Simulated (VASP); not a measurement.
Write the native input for VASP 6.6.1 that does the following.

```yaml
Task: single point
Functional: PBE
Potentials_or_basis: VASP PAW PBE potentials, release 64 (Tl_d, Rh_pv)
Cutoff: 520 eV
k_mesh: 4 × 4 × 4
Occupations: gaussian, width 0.1 eV
Spin: no spin polarisation
Dipole_correction: no
Further_INCAR_settings: ALGO = Normal; EDIFF = 1e-06; NBANDS = 44
```

The structure of TlRh4 lies in POSCAR:

```
TlRh4
1.0
    4.4319133600      0.0000000000      0.0000000000
    0.0000000000      4.4319133600      0.0000000000
    0.0000000000      0.0000000000      4.4319133600
Tl Rh
1 4
Direct
    0.0000000000      0.0000000000      0.0000000000
    0.5000000000      0.0000000000      0.0000000000
    0.0000000000      0.5000000000      0.0000000000
    0.0000000000      0.0000000000      0.5000000000
    0.5000000000      0.5000000000      0.5000000000
```

The cell was built from a structure type or drawn by symmetry, and may not be a known phase.

One way to write it, as run:

INCAR

```
PREC = Accurate ; ENCUT = 520
EDIFF = 1E-6 ; ISMEAR = 0
SIGMA = 0.1 ; LREAL = F
LASPH = T ; NELM = 60
ALGO = Normal ; ISIF = 2
LWAVE = F ; LCHARG = T
GGA = PE ; LELF = T
LVHAR = T ; NBANDS = 44
```

KPOINTS

```
regular mesh
0
Gamma
  4 4 4
```

Potentials or basis: VASP PAW PBE potentials, release 64 (Tl_d, Rh_pv).

Launch:

```bash
$ cat potpaw_PBE.64/Tl_d/POTCAR potpaw_PBE.64/Rh_pv/POTCAR > POTCAR
$ mpirun -np 1 vasp_std > vasp.out
```

It gave:

| Quantity | Value |
| --- | --- |
| Pressure | 51.0 GPa |
| Band gap on the k mesh | zero (an odd number of electrons rules out a gap without spin polarisation) |

Caveat: the cell stands under pressure; spin-orbit coupling is left out, which moves the levels of the heavy elements.

Run time: 22 s on 1 thread of Intel(R) Xeon(R) 6975P-C (Granite Rapids), on a shared host, peak memory 0.22 GiB.
